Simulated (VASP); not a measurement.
## Al: single point with PBEsol

The system is Al.

```
CELL_PARAMETERS angstrom
-1.59122 1.59122 1.59122
1.59122 -1.59122 1.59122
1.59122 1.59122 -1.59122
ATOMIC_POSITIONS crystal
Al 0.00000 0.00000 0.00000
```

```yaml
Program: VASP 6.6.1
Task: single point
Functional: PBEsol
Potentials_or_basis: VASP PAW PBE potentials, release 64 (Al)
Cutoff: 520 eV
k_mesh: 12 × 12 × 12
Occupations: fermi-dirac, width 0.05 eV
Spin: no spin polarisation
```

| Quantity | Value |
| --- | --- |
| Pressure | 2.3 GPa |

Levels at points of the mesh, in eV from the Fermi level:
```csv
k point,band 1,band 2,band 3,band 4,band 5
"(0.00, 0.00, 0.00)",-11.27,13.40,13.40,13.40,15.05
"(0.50, 0.00, 0.00)",-4.39,-3.87,8.33,8.35,10.15
"(0.50, 0.50, 0.50)",1.92,1.92,1.92,2.96,2.96
```

Run time: 3.1 s on 1 thread of Intel(R) Xeon(R) 6975P-C (Granite Rapids), on a shared host, peak memory 0.11 GiB.

Caveat: the PAW data sets were made with another functional, which shifts forces and pressure a little.
